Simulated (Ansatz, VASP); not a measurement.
**AgRh2: VASP beside Ansatz**

```
CELL_PARAMETERS angstrom
3.56580 0.00000 0.00000
-1.78290 3.08807 0.00000
0.00000 0.00000 3.85011
ATOMIC_POSITIONS crystal
Ag 0.00000 0.00000 0.00000
Rh 0.33333 0.66667 0.50000
Rh 0.66667 0.33333 0.50000
```

Alike in both runs: task relaxation of cell and atoms; functional PBE; k mesh 6 × 6 × 4; occupations gaussian, width 0.1 eV; no spin polarisation.

|  | VASP | Ansatz |
| --- | --- | --- |
| version | VASP 6.6.1 | Ansatz 0.2.0 |
| potentials or method | VASP PAW PBE potentials, release 64 (Ag, Rh_pv), cutoff 600 eV | scalar-relativistic, plane waves, PAW |
| valence electrons in the cell | 41 | 53 |

```csv
,VASP,Ansatz,Ansatz less VASP
"gap on the k mesh at the Fermi level, each at its own relaxed structure (eV)",none,none,-
relaxed volume (Å³/atom),15.40,15.43,+0.034
relaxed length of the cell vector where the two differ most in proportion (Å),4.481,4.489,+0.0078
```

A gap of «none» marks a metal or a gap that the smearing closes. VASP's potentials hold 41 valence electrons a cell and Ansatz's 53, so a difference there can come from the potentials and not from the codes.

The k mesh is coarse, so the values compare programs but aren't converged.
